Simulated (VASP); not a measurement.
# AlN (P6_3mc) in VASP: a series of runs

Runs on AlN. Level: PBEsol. Tasks: single point.

Everything below comes from runs of VASP 6.6.1. Logs are shortened: lines on timing, memory, paths and dates and some standing lists are left out, and cuts for length are marked.

**1. The cell of the first run**

Symmetry: P6_3mc, No. 186, hexagonal system. The conventional cell has a = 3.061 Å, b = 3.061 Å, c = 5.143 Å, α = 90.00°, β = 90.00°, γ = 120.00°. Al (site symmetry 3m) has 4 N at 1.86 to 1.98 Å within 2.5 Å. N (site symmetry 3m) has 4 Al at 1.86 to 1.98 Å within 2.5 Å.

**2. Single point, PBEsol**

INCAR reads:

```
SYSTEM = AlN
  ALGO = Normal
  EDIFF = 1E-6
  ENCUT = 520
  GGA = PS
  ISIF = 2
  ISMEAR = 0
  LASPH = .TRUE.
  LCHARG = .FALSE.
  LREAL = .FALSE.
  LWAVE = .FALSE.
  NBANDS = 16
  NELM = 60
  PREC = Accurate
  SIGMA = 0.05
```

KPOINTS reads:

```
k-points
0
G
  9 9 6
  0 0 0
```

POSCAR reads:

```
AlN
1.0
    3.0608159216      0.0000000000      0.0000000000
   -1.5304079608      2.6507443444      0.0000000000
    0.0000000000      0.0000000000      5.1425804165
Al N
2 2
Direct
    0.3333333333      0.6666666667      0.0000000000
    0.6666666667      0.3333333333      0.5000000000
    0.3333333333      0.6666666667      0.3850000000
    0.6666666667      0.3333333333      0.8850000000
```

Potentials or basis: VASP PAW PBE potentials, release 64 (Al, N).

The run is started by

```console
$ cat potpaw_PBE.64/Al/POTCAR potpaw_PBE.64/N/POTCAR > POTCAR
$ mpirun -np 1 vasp_std > vasp.out
```

OUTCAR:

```text
SYSTEM = AlN
   EDIFF = 1E-6
   ENCUT = 520
   GGA = PS
   ISIF = 2
   ISMEAR = 0
   LASPH = .TRUE.
   LREAL = .FALSE.
   NELM = 60
   PREC = Accurate

 ion  position               nearest neighbor table
   1  0.333  0.667  0.000-   4 1.86   4 1.86   4 1.86   3 1.98   2 3.12   2 3.12   2 3.12   2 3.12
                             2 3.12   2 3.12
   2  0.667  0.333  0.500-   3 1.86   3 1.86   3 1.86   4 1.98   1 3.12   1 3.12   1 3.12   1 3.12
                             1 3.12   1 3.12
   3  0.333  0.667  0.385-   2 1.86   2 1.86   2 1.86   1 1.98
   4  0.667  0.333  0.885-   1 1.86   1 1.86   1 1.86   2 1.98

  LATTYP: Found a hexagonal cell.
 ALAT       =     3.0608159216
 C/A-ratio  =     1.6801338428

  Lattice vectors:

 A1 = (   3.0608159216,   0.0000000000,   0.0000000000)
 A2 = (  -1.5304079608,   2.6507443444,   0.0000000000)
 A3 = (   0.0000000000,   0.0000000000,   5.1425804165)

Analysis of symmetry for initial positions (statically):
=====================================================================
 Subroutine PRICEL returns:
 Original cell was already a primitive cell.

 Routine SETGRP: Setting up the symmetry group for a
 hexagonal supercell.

 Subroutine GETGRP returns: Found 12 space group operations
 (whereof  6 operations were pure point group operations)
 out of a pool of 24 trial point group operations.

The static configuration has the point symmetry C_3v.
 The point group associated with its full space group is C_6v.

Analysis of symmetry for dynamics (positions and initial velocities):
=====================================================================
 Subroutine PRICEL returns:
 Original cell was already a primitive cell.

 Routine SETGRP: Setting up the symmetry group for a
 hexagonal supercell.

 Subroutine GETGRP returns: Found 12 space group operations
 (whereof  6 operations were pure point group operations)
 out of a pool of 24 trial point group operations.

The dynamic configuration has the point symmetry C_3v.
 The point group associated with its full space group is C_6v.

 Subroutine INISYM returns: Found 12 space group operations
 (whereof  6 operations are pure point group operations),
 and found     1 'primitive' translations

[... 92 lines left out ...]
   ISPIN  =      1    spin polarized calculation?
   LNONCOLLINEAR =      F non collinear calculations
   LSORBIT =      F    spin-orbit coupling
   LASPH  =      T    aspherical Exc in radial PAW
   ENCUT  =  520.0 eV  38.22 Ry    6.18 a.u.   5.69  5.69  9.56*2*pi/ulx,y,z
   NELM   =     60;   NELMIN=  2; NELMDL= -5     # of ELM steps
   EDIFF  = 0.1E-05   stopping-criterion for ELM
   LREAL  =      F    real-space projection
   EDIFFG = 0.1E-04   stopping-criterion for IOM
   NSW    =      0    number of steps for IOM
   IBRION =     -1    ionic relax: 0-MD 1-quasi-New 2-CG
   NFREE  =      0    steps in history (QN), initial steepest desc. (CG)
   ISIF   =      2    stress and relaxation
   ISYM   =      2    0-nonsym 1-usesym 2-fastsym
   POTIM  = 0.5000    time-step for ionic-motion
   TEBEG  =    0.0;   TEEND  =   0.0 temperature during run
   PSTRESS=    0.0 pullay stress
   NELECT =      16.0000    total number of electrons
   NUPDOWN=      -1.0000    fix difference up-down
   EMIN   =  10.00;   EMAX   =-10.00  energy-range for DOS
   EFERMI =   0.00;   METHOD = LEGACY
   ISMEAR =     0;   SIGMA  =   0.05  broadening in eV -4-tet -1-fermi 0-gaus
   EFERMI_NEDOS =   21; number of points for ismear=-14 and -15
   IALGO  =     38    algorithm
   IMIX   =      4    mixing-type and parameters
     AMIX     =   0.40;   BMIX     =  1.00
     AMIX_MAG =   1.60;   BMIX_MAG =  1.00
  volume/ion in A,a.u.               =      10.43        70.39
  Fermi-wavevector in a.u.,A,eV,Ry     =   1.189377  2.247596 19.247033  1.414617
  Thomas-Fermi vector in A             =   2.325485
   LORBIT       =      0    0 simple, 1 ext, 2 COOP (PROOUT), +10 PAW based schemes
   GGA     = PS    functional components
   LHFCALC =     F    Hartree Fock is set to
   AEXX    =    0.0000 exact exchange contribution
   IVDW    =     0    specifies the selected vdW correction
   LEPSILON=     F    determine dielectric tensor
   LRPA    =     F    only Hartree local field effects (RPA)
 non-spin polarized calculation
 Gauss-broadening in eV      SIGMA  =   0.05
  energy-cutoff  :      520.00
  volume of cell :       41.72
 maximum number of plane-waves:      1148
 NGX is ok and might be reduce to    24
   NGX = 11   NGY = 11   NGZ = 19

 number of electron      15.9999997 magnetization

 Free energy of the ion-electron system (eV)
  ---------------------------------------------------
  ext. energy  EPLUGINS =         0.00000000
  ---------------------------------------------------
  free energy    TOTEN  =       -31.21365365 eV

  energy without entropy =      -31.21365365  energy(sigma->0) =      -31.21365365

 E-fermi :   6.2345     XC(G=0): -11.1111

 val. band max:        5.9415172386   @ k =   0.0000   0.0000   0.0000
 cond. band min:      10.1190733606   @ k =   0.0000   0.0000   0.0000
 fundamental gap:      4.1775561220
 Fermi energy:         6.2345361008

 k-point     1 :       0.0000    0.0000    0.0000
  band No.  band energies     occupation
      1      -9.1070      2.00000
      2      -7.1341      2.00000
      3      -0.0919      2.00000
      4       5.3592      2.00000
      5       5.3592      2.00000
      6       5.8855      2.00000
[... 433 lines left out ...]
      3       1.3294      2.00000
      4       1.8948      2.00000
      5       1.8948      2.00000
      6       3.1414      2.00000
[... 8 lines left out ...]
     15      19.0727      0.00000
     16      21.3389      0.00000

 [... further k-points ...]
[... 5 lines left out ...]
  --------------------------------------------------------------------------------------
  -------------------------------------------------------------------------------------
  Total        2.2721034      2.2721034     -3.0659399      0.0000000      0.0000000      0.0000000
  in kB       87.2474061     87.2474061   -117.7302518      0.0000000      0.0000000      0.0000000
  external PRESSURE =      18.9215202 kB  Pullay stress =       0.0000000 kB

 VOLUME and BASIS-vectors are now :
 -----------------------------------------------------------------------------
  energy-cutoff  :      520.00
  volume of cell :       41.72
      direct lattice vectors                 reciprocal lattice vectors
     3.060815922  0.000000000  0.000000000     0.326710271  0.188626263  0.000000000
    -1.530407961  2.650744344  0.000000000     0.000000000  0.377252526  0.000000000
     0.000000000  0.000000000  5.142580417     0.000000000  0.000000000  0.194454908

 POSITION                                       TOTAL-FORCE (eV/Angst)
 -----------------------------------------------------------------------------------
     -0.00000      1.76716      0.00000        -0.000000     -0.000000      0.629129
      1.53041      0.88358      2.57129         0.000000      0.000000      0.629129
     -0.00000      1.76716      1.97989        -0.000000      0.000000     -0.629129
      1.53041      0.88358      4.55118         0.000000     -0.000000     -0.629129
 -----------------------------------------------------------------------------------
    total drift:                                0.000000      0.000000     -0.000634

  FREE ENERGIE OF THE ION-ELECTRON SYSTEM (eV)
  ---------------------------------------------------
  free  energy   TOTEN  =       -31.2136536533 eV

  energy  without entropy=      -31.2136536533  energy(sigma->0) =      -31.21365365
```

Run time: 24 s. Hardware: 1 thread of Intel Xeon Platinum 8375C at 2.90GHz (Ice Lake), shared host; peak memory 0.17 GiB.

What came out:

```
Free energy            : -31.2137 eV
Pressure               : 1.9 GPa
Largest force          : 0.629 eV/Å
Band gap on the k mesh : 4.18 eV, direct
```

Forces in eV/Å, atoms in the order of the input:
```
Al   0.000  0.000  0.629
Al   0.000  0.000  0.629
N    0.000  0.000 -0.629
N    0.000  0.000 -0.629
```

Levels at points of the mesh, in eV from the valence-band top:
```tsv
k point	band 4	band 5	band 6	band 7	band 8	band 9	band 10	band 11	band 12	band 13
(0.00, 0.00, 0.00)	-0.58	-0.58	-0.06	-0.06	0.00	4.18	7.19	10.43	11.63	11.63
(0.00, 0.00, 0.50)	-3.42	-0.33	-0.33	-0.33	-0.33	6.71	6.71	10.16	10.16	11.95
```

Caveat: the PAW data sets were made with another functional, which shifts forces and pressure a little.

(Part 1 of 2 ends here.)
